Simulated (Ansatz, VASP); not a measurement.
**Two plane-wave programs on CaO**

```
Ca O
1.0
     0.00000    2.58895    2.58895
     2.58895    0.00000    2.58895
     2.58895    2.58895    0.00000
Ca O
1 1
Direct
  0.00000 0.00000 0.00000
  0.25000 0.25000 0.25000
```

Alike in both runs: task single point; functional r2SCAN; k mesh 8 × 8 × 8; occupations gaussian, width 0.05 eV; no spin polarisation.

```csv
,VASP,Ansatz
version,VASP 6.6.1,Ansatz 0.2.0
potentials or method,"VASP PAW PBE potentials, release 64 (Ca_sv, O), cutoff 520 eV","scalar-relativistic, plane waves, PAW"
valence electrons in the cell,16,16
```

```csv
,VASP,Ansatz,Ansatz less VASP
gap on the k mesh at the Fermi level (eV),3.80,3.83,+0.027
least direct gap on the mesh (eV),4.47,4.49,+0.017
pressure (GPa),2.7,1.7,-1.00
```

VASP's potentials were made for PBE, not for r2SCAN.
